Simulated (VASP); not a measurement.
# Cd (P6_3/mmc) in VASP: further runs, part 2 of 2

VASP 6.6.1.

### 3 Single point, PBE

Contents of INCAR:

```
PREC     = Accurate       # precision mode
ENCUT    = 520            # plane-wave cutoff, eV
EDIFF    = 1E-7           # SCF threshold, eV
ISMEAR   = -1             # smearing method
SIGMA    = 0.15           # smearing width, eV
LREAL    = F              # projectors in reciprocal space
LASPH    = T              # aspherical terms in the spheres
NELM     = 60             # most SCF steps
ALGO     = Fast           # electronic algorithm
ISIF     = 2              # what is computed and relaxed
LWAVE    = F              # write WAVECAR
LCHARG   = T              # write CHGCAR
GGA      = PE             # functional
LELF     = T              # ELF
LVHAR    = T            
NBANDS   = 19             # bands
```

Contents of KPOINTS:

```
regular mesh
0
Gamma
  18 18 8
```

Contents of POSCAR:

```
Cd
1.0
    3.0371246299      0.0000000000      0.0000000000
   -1.5185623150      2.6302270840      0.0000000000
    0.0000000000      0.0000000000      5.7330349886
Cd
2
Direct
    0.3333333333      0.6666666667      0.2500000000
    0.6666666667      0.3333333333      0.7500000000
```

Potentials or basis: VASP PAW PBE potentials, release 64 (Cd).

Command:

```sh
$ cat potpaw_PBE.64/Cd/POTCAR > POTCAR
$ mpirun -np 1 vasp_std > vasp.out
```

OUTCAR:

```text
PREC = Accurate
   ENCUT = 520
   EDIFF = 1E-7
   ISMEAR = -1
   LREAL = F
   LASPH = T
   NELM = 60
   ISIF = 2
   GGA = PE

 ion  position               nearest neighbor table
   1  0.333  0.667  0.250-   2 3.36   2 3.36   2 3.36   2 3.36   2 3.36   2 3.36
   2  0.667  0.333  0.750-   1 3.36   1 3.36   1 3.36   1 3.36   1 3.36   1 3.36

  LATTYP: Found a hexagonal cell.
 ALAT       =     3.0371246299
 C/A-ratio  =     1.8876521998

  Lattice vectors:

 A1 = (   3.0371246299,   0.0000000000,   0.0000000000)
 A2 = (  -1.5185623150,   2.6302270840,   0.0000000000)
 A3 = (   0.0000000000,   0.0000000000,   5.7330349886)

Analysis of symmetry for initial positions (statically):
=====================================================================
 Subroutine PRICEL returns:
 Original cell was already a primitive cell.

 Routine SETGRP: Setting up the symmetry group for a
 hexagonal supercell.

 Subroutine GETGRP returns: Found 24 space group operations
 (whereof 12 operations were pure point group operations)
 out of a pool of 24 trial point group operations.

The static configuration has the point symmetry D_3d.
 The point group associated with its full space group is D_6h.

Analysis of symmetry for dynamics (positions and initial velocities):
=====================================================================
 Subroutine PRICEL returns:
 Original cell was already a primitive cell.

 Routine SETGRP: Setting up the symmetry group for a
 hexagonal supercell.

 Subroutine GETGRP returns: Found 24 space group operations
 (whereof 12 operations were pure point group operations)
 out of a pool of 24 trial point group operations.

The dynamic configuration has the point symmetry D_3d.
 The point group associated with its full space group is D_6h.

 Subroutine INISYM returns: Found 24 space group operations
[... 111 lines left out ...]
   EFERMI =   0.00;   METHOD = LEGACY
   ISMEAR =    -1;   SIGMA  =   0.15  broadening in eV -4-tet -1-fermi 0-gaus
   EFERMI_NEDOS =   21; number of points for ismear=-14 and -15
   IALGO  =     68    algorithm
   IMIX   =      4    mixing-type and parameters
     AMIX     =   0.40;   BMIX     =  1.00
     AMIX_MAG =   1.60;   BMIX_MAG =  1.00
  volume/ion in A,a.u.               =      22.90       154.53
  Fermi-wavevector in a.u.,A,eV,Ry     =   1.319872  2.494196 23.702188  1.742062
  Thomas-Fermi vector in A             =   2.449739
   LORBIT       =      0    0 simple, 1 ext, 2 COOP (PROOUT), +10 PAW based schemes
   GGA     = PE    functional components
   LHFCALC =     F    Hartree Fock is set to
   AEXX    =    0.0000 exact exchange contribution
   IVDW    =     0    specifies the selected vdW correction
   LEPSILON=     F    determine dielectric tensor
   LRPA    =     F    only Hartree local field effects (RPA)
 non-spin polarized calculation
 RMM-DIIS sequential band-by-band and
  energy-cutoff  :      520.00
  volume of cell :       45.80
 maximum number of plane-waves:      1252
 NGX is ok and might be reduce to    24
   NGX = 11   NGY = 11   NGZ = 21

 number of electron      23.9999996 magnetization

 Free energy of the ion-electron system (eV)
  ---------------------------------------------------
  ext. energy  EPLUGINS =         0.00000000
  ---------------------------------------------------
  free energy    TOTEN  =        -1.51597703 eV

  energy without entropy =       -1.47159149  energy(sigma->0) =       -1.49378426

 E-fermi :   2.5945     XC(G=0): -10.7225

 val. band max:        2.5901376345   @ k =   0.1667   0.1111   0.1250
 cond. band min:       2.6066168609   @ k =   0.3333   0.2778   0.5000
 fundamental gap:      0.0164792265
 Fermi energy:         2.5944879006

 k-point     1 :       0.0000    0.0000    0.0000
  band No.  band energies     occupation
      1      -7.0865      2.00000
      2      -6.8596      2.00000
      3      -6.5505      2.00000
      4      -6.5505      2.00000
      5      -6.5064      2.00000
      6      -6.5064      2.00000
[... 505 lines left out ...]
      6      -6.2562      2.00000
[... 11 lines left out ...]
     18      13.0362      0.00000
     19      14.0656      0.00000

 [... further k-points ...]

------------------------ aborting loop because EDIFF is reached ----------------------------------------

  FORCE on cell =-STRESS in cart. coord.  units (eV):
  Direction    XX          YY          ZZ          XY          YZ          ZX
  --------------------------------------------------------------------------------------
  -------------------------------------------------------------------------------------
  Total        0.0997544      0.0997544      0.0525881     -0.0000000      0.0000000      0.0000000
  in kB        3.4898124      3.4898124      1.8397457     -0.0000000      0.0000000      0.0000000
  external PRESSURE =       2.9397901 kB  Pullay stress =       0.0000000 kB

 VOLUME and BASIS-vectors are now :
 -----------------------------------------------------------------------------
  energy-cutoff  :      520.00
  volume of cell :       45.80
      direct lattice vectors                 reciprocal lattice vectors
     3.037124630  0.000000000  0.000000000     0.329258796  0.190097655  0.000000000
    -1.518562315  2.630227084  0.000000000     0.000000000  0.380195309  0.000000000
     0.000000000  0.000000000  5.733034989     0.000000000  0.000000000  0.174427681

 POSITION                                       TOTAL-FORCE (eV/Angst)
 -----------------------------------------------------------------------------------
     -0.00000      1.75348      1.43326        -0.000000      0.000000      0.000000
      1.51856      0.87674      4.29978         0.000000     -0.000000     -0.000000
 -----------------------------------------------------------------------------------
    total drift:                               -0.000000      0.000000      0.000000

  FREE ENERGIE OF THE ION-ELECTRON SYSTEM (eV)
  ---------------------------------------------------
  free  energy   TOTEN  =        -1.5159770332 eV

  energy  without entropy=       -1.4715914868  energy(sigma->0) =       -1.49378426
```

OSZICAR:

```text
N       E                     dE             d eps       ncg     rms          rms(c)
DAV:   1     0.173641654758E+03    0.17364E+03   -0.13094E+04  7038   0.126E+03
DAV:   2     0.247387217301E+01   -0.17117E+03   -0.16489E+03  7303   0.330E+02
DAV:   3    -0.159532400576E+01   -0.40692E+01   -0.40612E+01  8071   0.579E+01
DAV:   4    -0.160247790508E+01   -0.71539E-02   -0.71533E-02  7635   0.228E+00
DAV:   5    -0.160250046545E+01   -0.22560E-04   -0.22560E-04  7749   0.125E-01    0.389E+00
RMM:   6    -0.151824429136E+01    0.84256E-01   -0.21278E-01  7067   0.418E+00    0.319E+00
RMM:   7    -0.151522893237E+01    0.30154E-02   -0.21228E-02  7317   0.109E+00    0.159E+00
RMM:   8    -0.151587332928E+01   -0.64440E-03   -0.40053E-03  7417   0.838E-01    0.999E-02
RMM:   9    -0.151594504276E+01   -0.71713E-04   -0.30600E-04  7628   0.166E-01    0.504E-02
RMM:  10    -0.151597960598E+01   -0.34563E-04   -0.11350E-04  7536   0.134E-01    0.230E-02
RMM:  11    -0.151597711593E+01    0.24900E-05   -0.12353E-05  7730   0.322E-02    0.326E-03
RMM:  12    -0.151597703318E+01    0.82750E-07   -0.40586E-07  7842   0.760E-03
   1 F= -.15159770E+01 E0= -.14937843E+01  d E =-.443855E-01
```

stdout:

```text
POSCAR found type information on POSCAR Cd
 POSCAR found :  1 types and       2 ions
 scaLAPACK will be used
 LDA part: xc-table for (Slater+PW92), standard interpolation
 POSCAR, INCAR and KPOINTS ok, starting setup
 FFT: planning ... GRIDC
 FFT: planning ... GRID_SOFT
 FFT: planning ... GRID
 WAVECAR not read
 entering main loop
```

Wall time 44 s (1 thread of Intel Xeon 6975P-C (Granite Rapids), shared host); peak memory 0.26 GiB.

Results:

```yaml
Free_energy: -1.5160 eV
Pressure: 0.3 GPa
Band_gap_on_the_k_mesh: zero (bands 12 and 13 overlap by 4.22 eV)
```

### 4 Relaxation of cell and atoms, PBE

Contents of INCAR:

```
SYSTEM = Cd
ALGO     = Fast           ! electronic algorithm
EDIFF    = 1E-6           ! SCF threshold, eV
EDIFFG   = -0.001         ! ionic threshold
ENCUT    = 600            ! plane-wave cutoff, eV
GGA      = PE             ! functional
IBRION   = 2              ! ionic algorithm
ISIF     = 3              ! what is computed and relaxed
ISMEAR   = -1             ! smearing method
LASPH    = .TRUE.         ! aspherical terms in the spheres
LCHARG   = .FALSE.        ! write CHGCAR
LREAL    = .FALSE.        ! projectors in reciprocal space
LWAVE    = .FALSE.        ! write WAVECAR
NELM     = 100            ! most SCF steps
NSW      = 80             ! ionic steps
PREC     = Accurate       ! precision mode
SIGMA    = 0.15           ! smearing width, eV
```

Contents of KPOINTS:

```
k-points
0
G
  18 18 8
  0 0 0
```

Contents of POSCAR:

```
Cd
1.0
    3.0148512740      0.0000000000      0.0000000000
   -1.5074256370      2.6109377919      0.0000000000
    0.0000000000      0.0000000000      5.8276344025
Cd
2
Direct
    0.3333333333      0.6666666667      0.2500000000
    0.6666666667      0.3333333333      0.7500000000
```

Command:

```sh
$ cat potpaw_PBE.64/Cd/POTCAR > POTCAR
$ mpirun -np 1 vasp_std > vasp.out
```

Run time: 4.7 min. Hardware: 1 thread of Intel Xeon 6975P-C (Granite Rapids), shared host; peak memory 0.28 GiB.

It converged, with:

| Quantity | Value |
| --- | --- |
| Free energy | -1.5154 eV |
| Relaxed volume | 22.95 Å³/atom |
| Relaxed cell | a = 3.047 Å, b = 3.047 Å, c = 5.711 Å, α = 90.00°, β = 90.00°, γ = 120.00° |
| Space group after relaxing (to 0.1 Å) | P6_3/mmc (No. 194) |
| Energy gained by relaxing | 0.9 meV/atom |
| Ionic steps | 15 |
| Pressure after relaxing | 0.0 GPa |
| Band gap on the k mesh | zero (bands 12 and 13 overlap by 4.13 eV) |

The path:
```
step  energy change (eV)  largest force (eV/Å)  pressure (GPa)  volume (Å³)
   1              0.0000                0.0000            0.36        45.87
   2             -0.0008                0.0000            0.04        46.22
   3             -0.0008                0.0000           -0.18        46.40
   4             -0.0008                0.0000           -0.17        46.36
   5             -0.0008                0.0000           -0.11        46.31
   6             -0.0008                0.0000           -0.17        46.34
   7             -0.0008                0.0000           -0.17        46.32
   8             -0.0011                0.0000           -0.07        46.26
   9             -0.0014                0.0000           -0.05        46.20
  10             -0.0017                0.0000           -0.09        46.08
  11             -0.0018                0.0000            0.05        45.85
  12             -0.0019                0.0000           -0.04        45.90
  13             -0.0019                0.0000            0.05        45.88
  14             -0.0019                0.0000            0.01        45.89
  15             -0.0019                0.0000            0.00        45.91
```

Final structure:
```cif
data_structure
_symmetry_space_group_name_H-M 'P 1'
_symmetry_Int_Tables_number 1
_cell_length_a 3.0467
_cell_length_b 3.0467
_cell_length_c 5.7107
_cell_angle_alpha 90.000
_cell_angle_beta 90.000
_cell_angle_gamma 120.000
_cell_volume 45.91
loop_
_atom_site_label
_atom_site_type_symbol
_atom_site_fract_x
_atom_site_fract_y
_atom_site_fract_z
_atom_site_occupancy
Cd1 Cd 0.33333 0.66667 0.25000 1
Cd2 Cd 0.66667 0.33333 0.75000 1
```

Levels at points of the mesh, in eV from the Fermi level:
```
           k point  band 9  band 10  band 11  band 12  band 13  band 14  band 15  band 16
(0.00, 0.00, 0.00)   -8.49    -8.46    -8.46    -3.03    -2.77    10.32    14.11    14.39
(0.50, 0.00, 0.00)   -8.23    -8.21    -2.22    -1.88     1.87     2.84     2.95     5.06
(0.00, 0.00, 0.50)   -8.56    -8.56    -7.06    -7.06     3.61     3.61    14.42    14.42
(0.50, 0.00, 0.50)   -8.22    -8.22    -1.41    -1.41    -0.11    -0.11     7.83     7.83
```

### 5 Overview

| task | cell | cutoff (eV) | smearing | gap on the mesh (eV) | pressure (GPa) |
| --- | --- | --- | --- | --- | --- |
| single point | a = 3.015, b = 3.015, c = 5.828 Å, angles 90.0, 90.0, 120.0°, 2 atoms | 520 | gaussian 0.1 eV | none | 0.3 |
| single point | a = 3.037, b = 3.037, c = 5.733 Å, angles 90.0, 90.0, 120.0°, 2 atoms | 520 | fermi-dirac 0.15 eV | none | 0.3 |
| relaxation of cell and atoms | relaxed from a = 3.015, b = 3.015, c = 5.828 Å, angles 90.0, 90.0, 120.0°, 2 atoms | 600 | fermi-dirac 0.15 eV | none | 0.0 |

Alike in all rows: level PBE; potentials or basis VASP PAW PBE potentials, release 64 (Cd); no spin polarisation; k mesh 18 × 18 × 8.

Absolute energies hang on the potentials; compare differences alone.

The gap in the log of VASP goes by the Fermi energy; the results here count the filled bands.